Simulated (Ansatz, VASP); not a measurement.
Al in VASP and in Ansatz

```xyz
1
Lattice="0.0000 2.0073 2.0073 2.0073 0.0000 2.0073 2.0073 2.0073 0.0000" Properties=species:S:1:pos:R:3 pbc="T T T"
Al    0.0000    0.0000    0.0000
```

Alike in both runs: functional PBEsol; k mesh 20 × 20 × 20; occupations methfessel-paxton of order 1, width 0.1 eV; no spin polarisation.

Ansatz relaxed the structure, and its values are those at the end. VASP's run is a single point on that final structure, the one shown.

```csv
,VASP,Ansatz
version,VASP 6.6.1,Ansatz 0.2.0
potentials or method,"VASP PAW PBE potentials, release 64 (Al)","scalar-relativistic, plane waves, PAW"
plane-wave cutoff (eV),520,420
valence electrons in the cell,3,3
```

```csv
,VASP,Ansatz,Ansatz less VASP
gap on the k mesh at the Fermi level (eV),none,none,-
pressure (GPa),0.0,0.0,-0.06
```

VASP's potentials were made for PBE, not for PBEsol. A gap of «none» marks a metal or a gap that the smearing closes.
